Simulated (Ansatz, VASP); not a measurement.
## MgO in VASP and in Ansatz

The input INCAR:

```
ALGO     = Normal         # electronic algorithm
EDIFF    = 1E-6           # SCF threshold, eV
ENCUT    = 520            # plane-wave cutoff, eV
GGA      = CA             # functional
ISIF     = 2              # what is computed and relaxed
ISMEAR   = 0              # smearing method
LASPH    = True           # aspherical terms in the spheres
LCHARG   = False          # write CHGCAR
LREAL    = False          # projectors in reciprocal space
LWAVE    = False          # write WAVECAR
NBANDS   = 36             # bands
NELM     = 60             # most SCF steps
PREC     = Accurate       # precision mode
SIGMA    = 0.05           # smearing width, eV
```

Contents of KPOINTS:

```
k-points
0
Gamma
  9 9 2
```

POSCAR

```
MgO
1.0
    2.0806186598     -2.0806186598      0.0000000000
    2.0806186598      0.0000000000     -2.0806186598
    9.9390553928      9.9390553928      9.9390553928
Mg O
6 6
Direct
    1.0000000000      0.0000000000      0.3140064992
    0.3333333333      0.3333333333      0.1744480551
    0.6666666667      0.6666666667      0.4535649433
    1.0000000000      1.0000000000      0.7326818316
    0.3333333333      0.3333333333      0.5931233875
    0.6666666667      0.6666666667      0.0348896110
    0.6666666667      0.6666666667      0.2442272772
    0.0000000000      0.0000000000      0.1046688331
    0.3333333333      0.3333333333      0.3837857213
    0.6666666667      0.6666666667      0.6629026095
    1.0000000000      1.0000000000      0.5233441654
    0.3333333333      0.3333333333      0.8024610536
```

Input for Ansatz:

```yaml
crystal:
  lattice:
    - [2.0806186598, -2.0806186598, 0.0]
    - [2.0806186598, 0.0, -2.0806186598]
    - [9.9390553928, 9.9390553928, 9.9390553928]
  atoms:
    - { symbol: Mg, position: [1.0, 0.0, 0.3140064992] }
    - { symbol: Mg, position: [0.3333333333, 0.3333333333, 0.1744480551] }
    - { symbol: Mg, position: [0.6666666667, 0.6666666667, 0.4535649433] }
    - { symbol: Mg, position: [1.0, 1.0, 0.7326818316] }
    - { symbol: Mg, position: [0.3333333333, 0.3333333333, 0.5931233875] }
    - { symbol: Mg, position: [0.6666666667, 0.6666666667, 0.034889611] }
    - { symbol: O, position: [0.6666666667, 0.6666666667, 0.2442272772] }
    - { symbol: O, position: [0.0, 0.0, 0.1046688331] }
    - { symbol: O, position: [0.3333333333, 0.3333333333, 0.3837857213] }
    - { symbol: O, position: [0.6666666667, 0.6666666667, 0.6629026095] }
    - { symbol: O, position: [1.0, 1.0, 0.5233441654] }
    - { symbol: O, position: [0.3333333333, 0.3333333333, 0.8024610536] }
basis:
  ecutwfc: 520.0
kpoints:
  mp_grid: { grid: [9, 9, 2] }
hamiltonian:
  xc: lda
  pseudopotentials: { kind: paw, azcp: { folder: soft_1 } }
scf:
  occupations: { method: gaussian, width: 0.05 }
output:
  forces: true
  stress: true
  eigenvalues: true
  write_density: true
  write_potential: true
  elf: true
  volumetric_format: npy
```

Alike in both runs: task single point; functional LDA; k mesh 9 × 9 × 2; occupations gaussian, width 0.05 eV; no spin polarisation.

```csv
,VASP,Ansatz
version,VASP 6.6.1,Ansatz 0.2.0
potentials or method,"VASP PAW LDA potentials, release 64 (Mg, O), cutoff 520 eV","scalar-relativistic, plane waves, PAW"
valence electrons in the cell,48,96
```

Ansatz gave:

* gap on the k mesh at the Fermi level (eV): none
* pressure (GPa): -0.4
* traceless stress, the component that is largest in VASP (GPa): -0.77
* rms of the force components (eV/Å): 0.422

Question: What did VASP give for the same quantities?

Answer: gap on the k mesh at the Fermi level (eV): none; pressure (GPa): -1.8; traceless stress, the component that is largest in VASP (GPa): -0.76; rms of the force components (eV/Å): 0.418.

Ansatz warns that its potentials were made for another functional, while VASP's fit it. LDA's correlation is that of Perdew and Zunger in VASP and of Perdew and Wang (1992) in Ansatz. Atom by atom the forces differ by 0.010 eV/Å (rms over components). A gap of «none» marks a metal or a gap that the smearing closes. VASP's potentials hold 48 valence electrons a cell and Ansatz's 96, so a difference there can come from the potentials and not from the codes.
